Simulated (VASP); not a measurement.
# Ge16N (a cell with a defect) in VASP: further runs, part 2 of 2

VASP 6.6.1. Earlier steps stand in the parts before.

**3. Single point, PBE**

The input, INCAR:

```
SYSTEM = Ge16N
PREC = Accurate
ENCUT = 520
EDIFF = 1E-6
ISMEAR = -1
SIGMA = 0.05
LREAL = Auto
LASPH = .TRUE.
NELM = 80
ALGO = Normal
ISIF = 2
LWAVE = .FALSE.
LCHARG = .FALSE.
GGA = PE
NBANDS = 128
```

The input, KPOINTS:

```
Automatic mesh
0
G
  2 2 2
  0 0 0
```

The input, POSCAR:

```
Ge16N
1.0
    0.0000000000      5.6600000000      5.6600000000
    5.6600000000      0.0000000000      5.6600000000
    5.6600000000      5.6600000000      0.0000000000
Ge N
16 1
Direct
   -0.0389399293      0.0029858657      0.0712720848
    0.1597703180      0.1603003534      0.0839575972
    0.0524911661     -0.0433922261      0.4459363958
    0.0929858657      0.0707243816      0.6799646643
   -0.0713074205      0.5398409894      0.0009010601
    0.1197173145      0.5717491166      0.1324028269
   -0.0012367491      0.5125088339      0.5005830389
    0.1331095406      0.6064664311      0.6727738516
    0.5129151943     -0.0022084806     -0.0365901060
    0.5878798587      0.1363604240      0.1448763251
    0.4604416961      0.0662720848      0.5050000000
    0.6922526502      0.1080477032      0.5923056537
    0.4863869258      0.5308922261     -0.0323939929
    0.5388692580      0.6434805654      0.1514664311
    0.4962279152      0.4809098940      0.5457332155
    0.6296289753      0.6687985866      0.5954240283
    1.0554416961      0.8068197880      0.2879681979
```

Potentials or basis: VASP PAW PBE potentials, release 64 (Ge_d, N).

On the command line:

```sh
> cat potpaw_PBE.64/Ge_d/POTCAR potpaw_PBE.64/N/POTCAR > POTCAR
> mpirun -np 1 vasp_std > vasp.out
```

OUTCAR:

```text
SYSTEM = Ge16N
   PREC = Accurate
   ENCUT = 520
   EDIFF = 1E-6
   ISMEAR = -1
   LREAL = Auto
   LASPH = .TRUE.
   NELM = 80
   ISIF = 2
   GGA = PE

 ion  position               nearest neighbor table
   1  0.961  0.003  0.071-  17 1.86  10 2.47   2 2.53   4 2.61   6 2.88
   2  0.160  0.160  0.084-   9 2.34   3 2.45   1 2.53   5 2.59
   3  0.052  0.957  0.446-  17 2.12  12 2.39   8 2.42   2 2.45   4 2.66
   4  0.093  0.071  0.680-  11 2.54   1 2.61   3 2.66   7 2.91
   5  0.929  0.540  0.001-   8 2.24   6 2.40  14 2.55   2 2.59
   6  0.120  0.572  0.132-   5 2.40   7 2.46  13 2.46   1 2.88
   7  0.999  0.513  0.501-  17 2.22  16 2.43   6 2.46   8 2.64   4 2.91
   8  0.133  0.606  0.673-   5 2.24  15 2.37   3 2.42   7 2.64
   9  0.513  0.998  0.963-   2 2.34  14 2.41  12 2.46  10 2.62
  10  0.588  0.136  0.145-  11 2.38   1 2.47  13 2.60   9 2.62
  11  0.460  0.066  0.505-  10 2.38  12 2.49   4 2.54  16 2.62
  12  0.692  0.108  0.592-   3 2.39   9 2.46  11 2.49  15 2.51
  13  0.486  0.531  0.968-  14 2.34  16 2.44   6 2.46  10 2.60
  14  0.539  0.643  0.151-  13 2.34   9 2.41   5 2.55  15 2.65
  15  0.496  0.481  0.546-   8 2.37  16 2.49  12 2.51  14 2.65
  16  0.630  0.669  0.595-   7 2.43  13 2.44  15 2.49  11 2.62
[... 208 lines left out ...]
      2     -19.8913      2.00000
      3     -19.8743      2.00000
      4     -19.8629      2.00000
      5     -19.8592      2.00000
      6     -19.8525      2.00000
[... 1021 lines left out ...]
    125       8.6071      0.00000
    126       8.7370      0.00000
 [bands above 126 left out]

------------------------ aborting loop because EDIFF is reached ----------------------------------------

  FORCE on cell =-STRESS in cart. coord.  units (eV):
  Direction    XX          YY          ZZ          XY          YZ          ZX
  --------------------------------------------------------------------------------------
  -------------------------------------------------------------------------------------
  Total       10.5357071     10.5385209      8.9746321      1.2312164     -0.1421382     -6.6531514
  in kB       46.5473524     46.5597836     39.6504341      5.4395839     -0.6279748    -29.3940006
  external PRESSURE =      44.2525234 kB  Pullay stress =       0.0000000 kB

 VOLUME and BASIS-vectors are now :
 -----------------------------------------------------------------------------
  energy-cutoff  :      520.00
  volume of cell :      362.64
      direct lattice vectors                 reciprocal lattice vectors
     0.000000000  5.660000000  5.660000000    -0.088339223  0.088339223  0.088339223
     5.660000000  0.000000000  5.660000000     0.088339223 -0.088339223  0.088339223
     5.660000000  5.660000000  0.000000000     0.088339223  0.088339223 -0.088339223

 POSITION                                       TOTAL-FORCE (eV/Angst)
 -----------------------------------------------------------------------------------
      0.42030      5.84300      5.45650        -0.519516     -0.405396      0.380420
      1.38250      1.37950      1.81160         1.136895     -1.465804     -0.255194
      7.93840      2.82110      5.71150        -0.555253     -0.004100      0.195322
      4.24890      4.37490      0.92660         0.429883     -0.012295      0.801766
      3.06060      5.26150      8.31190         0.880448      0.984894     -1.447911
      3.98550      1.42700      3.91370         0.228693      0.312644      0.328042
[... 9 lines left out ...]
      7.15550      6.93380      7.34910         0.353442     -0.419378     -0.114323
      6.19650      1.94370      4.88040         0.022705      0.917551     -0.737132
 -----------------------------------------------------------------------------------
    total drift:                                0.000740     -0.002807     -0.001492

  FREE ENERGIE OF THE ION-ELECTRON SYSTEM (eV)
  ---------------------------------------------------
  free  energy   TOTEN  =       -73.8564754947 eV

  energy  without entropy=      -73.8153113186  energy(sigma->0) =      -73.83589341
```

OSZICAR:

```text
N       E                     dE             d eps       ncg     rms          rms(c)
DAV:   1     0.378748034281E+04    0.37875E+04   -0.94389E+04  2312   0.497E+03
DAV:   2     0.797704011112E+03   -0.29898E+04   -0.29084E+04  2048   0.131E+03
DAV:   3     0.551452183943E+02   -0.74256E+03   -0.72225E+03  2064   0.325E+02
DAV:   4    -0.675763535376E+02   -0.12272E+03   -0.11684E+03  2312   0.126E+02
DAV:   5    -0.764112694912E+02   -0.88349E+01   -0.86143E+01  2280   0.339E+01    0.119E+01
DAV:   6    -0.739763407194E+02    0.24349E+01   -0.10641E+01  3912   0.211E+01    0.694E+00
DAV:   7    -0.738893456139E+02    0.86995E-01   -0.47169E+00  2648   0.146E+01    0.387E+00
DAV:   8    -0.738516093359E+02    0.37736E-01   -0.12461E+00  2592   0.113E+01    0.130E+00
DAV:   9    -0.738463201524E+02    0.52892E-02   -0.22571E-01  2392   0.415E+00    0.486E-01
DAV:  10    -0.738549686773E+02   -0.86485E-02   -0.90219E-02  2200   0.416E+00    0.281E-01
DAV:  11    -0.738557278603E+02   -0.75918E-03   -0.11393E-02  2488   0.249E+00    0.998E-02
DAV:  12    -0.738563483174E+02   -0.62046E-03   -0.64646E-03  2208   0.662E-01    0.487E-02
DAV:  13    -0.738564308980E+02   -0.82581E-04   -0.11410E-03  2512   0.674E-01    0.269E-02
DAV:  14    -0.738564524530E+02   -0.21555E-04   -0.24468E-04  2400   0.327E-01    0.138E-02
DAV:  15    -0.738564696551E+02   -0.17202E-04   -0.14193E-04  3104   0.109E-01    0.788E-03
DAV:  16    -0.738564751700E+02   -0.55150E-05   -0.54265E-05  2216   0.907E-02    0.456E-03
DAV:  17    -0.738564754947E+02   -0.32468E-06   -0.66384E-06  1856   0.606E-02
   1 F= -.73856475E+02 E0= -.73835893E+02  d E =-.411642E-01
```

stdout:

```text
POSCAR found type information on POSCAR GeN
 POSCAR found :  2 types and      17 ions
 scaLAPACK will be used
 LDA part: xc-table for (Slater+PW92), standard interpolation
 POSCAR, INCAR and KPOINTS ok, starting setup
 FFT: planning ... GRIDC
 FFT: planning ... GRID_SOFT
 FFT: planning ... GRID
 WAVECAR not read
 entering main loop
```

It took 16 min on 1 thread of Oxide Virtual Turin-like, shared host; peak memory 0.58 GiB.

What came out:

| Item | Value |
| --- | --- |
| Free energy | -73.8565 eV |
| Pressure | 4.4 GPa |
| Largest force | 1.960 eV/Å |

Forces in eV/Å, atoms in the order of the input:
```
Ge  -0.520 -0.405  0.380
Ge   1.137 -1.466 -0.255
Ge  -0.555 -0.004  0.195
Ge   0.430 -0.012  0.802
Ge   0.880  0.985 -1.448
Ge   0.229  0.313  0.328
Ge   0.087  0.432  0.809
Ge  -1.388 -1.034  0.214
Ge   0.384  0.996  1.092
Ge  -0.661 -1.060  0.666
Ge  -0.193  0.533 -1.073
Ge   0.935 -0.863 -0.533
Ge  -1.008 -0.183 -1.272
Ge   0.740  1.374 -0.016
Ge  -0.873 -0.103  0.961
Ge   0.353 -0.419 -0.114
N    0.023  0.918 -0.737
```

Caveat: the k points lie up to 0.48 Å⁻¹ apart.
